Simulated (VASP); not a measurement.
Input of a VASP 6.6.1 run:

Contents of INCAR:

```
ALGO     = Normal         # electronic algorithm
EDIFF    = 1E-7           # SCF threshold, eV
EDIFFG   = -0.08          # ionic threshold
ENCUT    = 600            # plane-wave cutoff, eV
GGA      = PE             # functional
IBRION   = 2              # ionic algorithm
ISIF     = 3              # what is computed and relaxed
ISMEAR   = 0              # smearing method
LASPH    = True           # aspherical terms in the spheres
LCHARG   = False          # write CHGCAR
LREAL    = False          # projectors in reciprocal space
LWAVE    = False          # write WAVECAR
NELM     = 80             # most SCF steps
NSW      = 36             # ionic steps
PREC     = Accurate       # precision mode
SIGMA    = 0.2            # smearing width, eV
```

The input KPOINTS:

```
k-points
0
Gamma
  6 6 2
```

The input POSCAR:

```
Al3B2W
1.0
    3.0500000000      0.0000000000      0.0000000000
   -1.5250000000      2.6413774800      0.0000000000
    0.0000000000      0.0000000000      9.3900000000
Al B W
3 2 1
Direct
    0.0000000000      0.0000000000      0.8250000000
    0.3333333300      0.6666666700      0.3850000000
    0.6666666700      0.3333333300      0.6050000000
    0.3333333300      0.6666666700      0.0000000000
    0.6666666700      0.3333333300      0.0000000000
    0.0000000000      0.0000000000      0.1650000000
```

Potentials or basis: VASP PAW PBE potentials, release 64 (Al, B, W_sv).

Run with:

```sh
$ cat potpaw_PBE.64/Al/POTCAR potpaw_PBE.64/B/POTCAR potpaw_PBE.64/W_sv/POTCAR > POTCAR
$ mpirun -np 1 vasp_std > vasp.out
```

(1) Estimate the space group after relaxing (to 0.1 Å).

(2) Estimate the relaxed cell.

Results:

(1) P3m1 (No. 156).

(2) a = 2.959 Å, b = 2.959 Å, c = 10.014 Å, α = 90.00°, β = 90.00°, γ = 120.00°.

Caveat: the k points lie up to 0.41 Å⁻¹ apart in the final cell, too coarse for converged energies and pressures of a metal.
